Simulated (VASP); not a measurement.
# AlAu (Pm-3m) in VASP: single point with r2SCAN

Aim: the single point of AlAu with r2SCAN.

All numbers are computed with VASP 6.6.1; they aren't measurements. Logs are shortened: lines on timing, memory, paths and dates and some standing lists are left out, and cuts for length are marked.

### 1 The cell of the first run

Symmetry: Pm-3m, No. 221, cubic system. Conventional cell: a = 3.224 Å, b = 3.224 Å, c = 3.224 Å, α = 90.00°, β = 90.00°, γ = 90.00°. Al (site symmetry m-3m) has 8 Au at 2.79 Å and 6 Al at 3.22 Å within 3.7 Å. Within 3.7 Å of Au (site symmetry m-3m) lie 8 Al at 2.79 Å and 6 Au at 3.22 Å.

### 2 Single point, r2SCAN

POSCAR

```
AlAu
1.0
    3.2239420000      0.0000000000      0.0000000000
    0.0000000000      3.2239420000      0.0000000000
    0.0000000000      0.0000000000      3.2239420000
Al Au
1 1
Direct
    0.0000000000      0.0000000000      0.0000000000
    0.5000000000      0.5000000000      0.5000000000
```

INCAR.step1

```
SYSTEM = AlAu
ALGO = Normal
EDIFF = 1E-5
ENCUT = 550
GGA = PE
GGA_COMPAT = .False.
ISMEAR = -1
LASPH = .True.
LCHARG = .False.
LREAL = .False.
LWAVE = .True.
NBANDS = 14
NELM = 120
PREC = Accurate
SIGMA = 0.05
```

INCAR.step2

```
SYSTEM = AlAu
ALGO = Normal
EDIFF = 1E-6
ENCUT = 550
GGA_COMPAT = .False.
ISIF = 2
ISMEAR = -1
ISTART = 1
LASPH = .True.
LCHARG = .False.
LMIXTAU = .True.
LREAL = .False.
LWAVE = .False.
METAGGA = R2SCAN
NBANDS = 14
NELM = 120
PREC = Accurate
SIGMA = 0.05
```

KPOINTS

```
k-points
0
Gamma
  9 9 9
  0 0 0
```

Potentials or basis: VASP PAW PBE potentials, release 64 (Al, Au).

Launch:

```sh
cat potpaw_PBE.64/Al/POTCAR potpaw_PBE.64/Au/POTCAR > POTCAR
cp INCAR.step1 INCAR
mpirun -np 1 vasp_std > vasp.out
cp INCAR.step2 INCAR
mpirun -np 1 vasp_std > vasp.out
```

OUTCAR:

```text
SYSTEM = AlAu
   EDIFF = 1E-6
   ENCUT = 550
   ISIF = 2
   ISMEAR = -1
   ISTART = 1
   LASPH = .True.
   LREAL = .False.
   METAGGA = R2SCAN
   NELM = 120
   PREC = Accurate

 ion  position               nearest neighbor table
   1  0.000  0.000  0.000-   2 2.79   2 2.79   2 2.79   2 2.79   2 2.79   2 2.79   2 2.79   2 2.79

   2  0.500  0.500  0.500-   1 2.79   1 2.79   1 2.79   1 2.79   1 2.79   1 2.79   1 2.79   1 2.79

  LATTYP: Found a simple cubic cell.
 ALAT       =     3.2239420000

  Lattice vectors:

 A1 = (   3.2239420000,   0.0000000000,   0.0000000000)
 A2 = (   0.0000000000,   3.2239420000,   0.0000000000)
 A3 = (   0.0000000000,   0.0000000000,   3.2239420000)

Analysis of symmetry for initial positions (statically):
=====================================================================
 Subroutine PRICEL returns:
 Original cell was already a primitive cell.

 Routine SETGRP: Setting up the symmetry group for a
 simple cubic supercell.

 Subroutine GETGRP returns: Found 48 space group operations
 (whereof 48 operations were pure point group operations)
 out of a pool of 48 trial point group operations.

The static configuration has the point symmetry O_h .

Analysis of symmetry for dynamics (positions and initial velocities):
=====================================================================
 Subroutine PRICEL returns:
 Original cell was already a primitive cell.

 Routine SETGRP: Setting up the symmetry group for a
 simple cubic supercell.

 Subroutine GETGRP returns: Found 48 space group operations
 (whereof 48 operations were pure point group operations)
 out of a pool of 48 trial point group operations.

The dynamic configuration has the point symmetry O_h .

 Subroutine INISYM returns: Found 48 space group operations
 (whereof 48 operations are pure point group operations),
 and found     1 'primitive' translations

----------------------------------------------------------------------------------------

                                     Primitive cell

  volume of cell :      33.5090

  direct lattice vectors                    reciprocal lattice vectors
     3.223942000  0.000000000  0.000000000     0.310179277  0.000000000  0.000000000
     0.000000000  3.223942000  0.000000000     0.000000000  0.310179277  0.000000000
     0.000000000  0.000000000  3.223942000     0.000000000  0.000000000  0.310179277

  length of vectors
     3.223942000  3.223942000  3.223942000     0.310179277  0.310179277  0.310179277

  position of ions in fractional coordinates (direct lattice)
     0.000000000  0.000000000  0.000000000
     0.500000000  0.500000000  0.500000000

  ion indices of the primitive-cell ions
   primitive index   ion index
                 1           1
                 2           2

----------------------------------------------------------------------------------------

 KPOINTS: k-points

Automatic generation of k-mesh.
 Grid dimensions read from file:
 generate k-points for:    9    9    9

 Generating k-lattice:

  Cartesian coordinates                     Fractional coordinates (reciprocal lattice)
     0.034464364  0.000000000  0.000000000     0.111111111  0.000000000  0.000000000
     0.000000000  0.034464364  0.000000000     0.000000000  0.111111111  0.000000000
     0.000000000  0.000000000  0.034464364     0.000000000  0.000000000  0.111111111

  Length of vectors
     0.034464364  0.034464364  0.034464364

  Shift w.r.t. Gamma in fractional coordinates (k-lattice)
     0.000000000  0.000000000  0.000000000

 Subroutine IBZKPT returns following result:
 ===========================================

 Found     35 irreducible k-points:

 Following reciprocal coordinates:
            Coordinates               Weight
  0.000000  0.000000  0.000000      1.000000
  0.111111  0.000000  0.000000      6.000000
  0.222222  0.000000  0.000000      6.000000
  0.333333  0.000000  0.000000      6.000000
  0.444444  0.000000  0.000000      6.000000
  0.111111  0.111111  0.000000     12.000000
[... 16 lines left out ...]
  0.333333  0.333333  0.111111     24.000000
  0.444444  0.333333  0.111111     48.000000
 [... further k-points ...]
   k-points           NKPTS =     35   k-points in BZ     NKDIM =     35   number of bands    NBANDS=     14
   number of dos      NEDOS =    301   number of ions     NIONS =      2
   total plane-waves  NPLWV =  21952
   dimension x,y,z NGX =    28 NGY =   28 NGZ =   28
   dimension x,y,z NGXF=    56 NGYF=   56 NGZF=   56
   ions per type =               1   1
   NGX,Y,Z   is equivalent  to a cutoff of  14.44, 14.44, 14.44 a.u.
   NGXF,Y,Z  is equivalent  to a cutoff of  28.88, 28.88, 28.88 a.u.
 SYSTEM =  AlAu
   PREC   = accura    normal or accurate (medium, high low for compatibility)
   ISTART =      1    job   : 0-new  1-cont  2-samecut
   ICHARG =      0    charge: 1-file 2-atom 10-const
   ISPIN  =      1    spin polarized calculation?
   LNONCOLLINEAR =      F non collinear calculations
   LSORBIT =      F    spin-orbit coupling
   LASPH  =      T    aspherical Exc in radial PAW
   ENCUT  =  550.0 eV  40.42 Ry    6.36 a.u.   6.16  6.16  6.16*2*pi/ulx,y,z
   NELM   =    120;   NELMIN=  2; NELMDL=  0     # of ELM steps
   EDIFF  = 0.1E-05   stopping-criterion for ELM
   LREAL  =      F    real-space projection
   EDIFFG = 0.1E-04   stopping-criterion for IOM
   NSW    =      0    number of steps for IOM
   IBRION =     -1    ionic relax: 0-MD 1-quasi-New 2-CG
   NFREE  =      0    steps in history (QN), initial steepest desc. (CG)
   ISIF   =      2    stress and relaxation
   ISYM   =      2    0-nonsym 1-usesym 2-fastsym
   POTIM  = 0.5000    time-step for ionic-motion
   TEBEG  =    0.0;   TEEND  =   0.0 temperature during run
   PSTRESS=    0.0 pullay stress
   NELECT =      14.0000    total number of electrons
   NUPDOWN=      -1.0000    fix difference up-down
   EMIN   =  10.00;   EMAX   =-10.00  energy-range for DOS
   EFERMI =   0.00;   METHOD = LEGACY
   ISMEAR =    -1;   SIGMA  =   0.05  broadening in eV -4-tet -1-fermi 0-gaus
   EFERMI_NEDOS =   21; number of points for ismear=-14 and -15
   IALGO  =     38    algorithm
   IMIX   =      4    mixing-type and parameters
     AMIX     =   0.40;   BMIX     =  1.00
     AMIX_MAG =   1.60;   BMIX_MAG =  1.00
  volume/ion in A,a.u.               =      16.75       113.06
  Fermi-wavevector in a.u.,A,eV,Ry     =   1.223856  2.312752 20.379123  1.497823
  Thomas-Fermi vector in A             =   2.358952
   LORBIT       =      0    0 simple, 1 ext, 2 COOP (PROOUT), +10 PAW based schemes
   METAGGA = R2SCAN    functional components
   LHFCALC =     F    Hartree Fock is set to
   AEXX    =    0.0000 exact exchange contribution
   IVDW    =     0    specifies the selected vdW correction
   LEPSILON=     F    determine dielectric tensor
   LRPA    =     F    only Hartree local field effects (RPA)
 non-spin polarized calculation
  energy-cutoff  :      550.00
  volume of cell :       33.51
 maximum number of plane-waves:      1021
 NGX is ok and might be reduce to    28
   NGX = 13   NGY = 13   NGZ = 13

 number of electron      14.0000000 magnetization

 Free energy of the ion-electron system (eV)
  ---------------------------------------------------
  ext. energy  EPLUGINS =         0.00000000
  ---------------------------------------------------
  free energy    TOTEN  =       -57.78524733 eV

  energy without entropy =      -57.78009620  energy(sigma->0) =      -57.78267177

 E-fermi :   9.5678     XC(G=0): -12.4520

 val. band max:        9.4400082689   @ k =   0.3333   0.3333   0.0000
 cond. band min:       9.5777766418   @ k =   0.3333   0.3333   0.1111
 fundamental gap:      0.1377683729
 Fermi energy:         9.5677899759

 k-point     1 :       0.0000    0.0000    0.0000
  band No.  band energies     occupation
      1      -2.4147      2.00000
      2       2.6011      2.00000
      3       2.6011      2.00000
      4       4.5678      2.00000
      5       4.5678      2.00000
      6       4.5678      2.00000
      7      12.5455      0.00000
      8      12.5455      0.00000
      9      12.5455      0.00000
     10      16.9913      0.00000
     11      17.1860      0.00000
     12      17.1860      0.00000
     13      27.0997      0.00000
     14      27.0997      0.00000

 k-point     2 :       0.1111    0.0000    0.0000
  band No.  band energies     occupation
      1      -2.2023      2.00000
      2       2.6428      2.00000
      3       2.6763      2.00000
      4       4.4408      2.00000
      5       4.4408      2.00000
      6       4.5816      2.00000
      7      11.0968      0.00000
      8      12.8721      0.00000
      9      12.8721      0.00000
     10      16.9800      0.00000
     11      17.1785      0.00000
     12      18.8551      0.00000
     13      25.2029      0.00000
     14      25.2029      0.00000

 k-point     3 :       0.2222    0.0000    0.0000
  band No.  band energies     occupation
      1      -1.5829      2.00000
      2       2.7510      2.00000
      3       2.8267      2.00000
      4       4.1450      2.00000
      5       4.1450      2.00000
      6       4.6166      2.00000
      7       8.8534      2.00000
      8      13.7660      0.00000
      9      13.7660      0.00000
     10      16.4715      0.00000
     11      17.4952      0.00000
     12      21.9155      0.00000
     13      22.8282      0.00000
     14      22.8282      0.00000
[... 324 lines left out ...]
 k-point    23 :       0.3333    0.3333    0.1111
  band No.  band energies     occupation
      1       0.8751      2.00000
      2       2.5273      2.00000
      3       3.5437      2.00000
      4       3.6567      2.00000
      5       4.2405      2.00000
      6       4.2442      2.00000
      7       8.2169      2.00000
      8       9.5778      0.90046
      9      13.7754      0.00000
     10      15.0421      0.00000
     11      19.0812      0.00000
     12      20.3287      0.00000
     13      20.7556      0.00000
     14      25.4929      0.00000

 k-point    24 :       0.4444    0.3333    0.1111
  band No.  band energies     occupation
      1       1.2846      2.00000
      2       2.5031      2.00000
      3       3.4106      2.00000
      4       3.6653      2.00000
      5       4.3053      2.00000
      6       5.2057      2.00000
      7       6.7381      2.00000
      8      10.2755      0.00000
      9      12.0940      0.00000
     10      15.8116      0.00000
     11      18.2782      0.00000
     12      19.9180      0.00000
     13      22.0479      0.00000
     14      23.8737      0.00000

 [... further k-points ...]

------------------------ aborting loop because EDIFF is reached ----------------------------------------

  FORCE on cell =-STRESS in cart. coord.  units (eV):
  Direction    XX          YY          ZZ          XY          YZ          ZX
  --------------------------------------------------------------------------------------
  -------------------------------------------------------------------------------------
  Total       -1.0876520     -1.0876520     -1.0876520      0.0000000      0.0000000     -0.0000000
  in kB      -52.0042547    -52.0042547    -52.0042547      0.0000000      0.0000000     -0.0000000
  external PRESSURE =     -52.0042547 kB  Pullay stress =       0.0000000 kB

 VOLUME and BASIS-vectors are now :
 -----------------------------------------------------------------------------
  energy-cutoff  :      550.00
  volume of cell :       33.51
      direct lattice vectors                 reciprocal lattice vectors
     3.223942000  0.000000000  0.000000000     0.310179277  0.000000000  0.000000000
     0.000000000  3.223942000  0.000000000     0.000000000  0.310179277  0.000000000
     0.000000000  0.000000000  3.223942000     0.000000000  0.000000000  0.310179277

 POSITION                                       TOTAL-FORCE (eV/Angst)
 -----------------------------------------------------------------------------------
      0.00000      0.00000      0.00000         0.000000      0.000000      0.000000
      1.61197      1.61197      1.61197         0.000000      0.000000      0.000000
 -----------------------------------------------------------------------------------
    total drift:                                0.000000      0.000000      0.000000

  FREE ENERGIE OF THE ION-ELECTRON SYSTEM (eV)
  ---------------------------------------------------
  free  energy   TOTEN  =       -57.7852473289 eV

  energy  without entropy=      -57.7800962032  energy(sigma->0) =      -57.78267177
```

Run time: 56 s. Hardware: 1 thread of Intel Xeon Platinum 8259CL at 2.50GHz (Skylake/Cascade Lake), shared host; peak memory 0.17 GiB.

Results:

* Free energy: -57.7852 eV
* Pressure: -5.2 GPa
* Band gap on the k mesh: zero (bands 7 and 8 overlap by 3.88 eV)

Caveat: the cell stands under tension; the PAW data sets were made with another functional, which shifts forces and pressure a little; spin-orbit coupling is left out, which moves the levels of the heavy elements.

The gap in the log of VASP goes by the Fermi energy; the results here count the filled bands.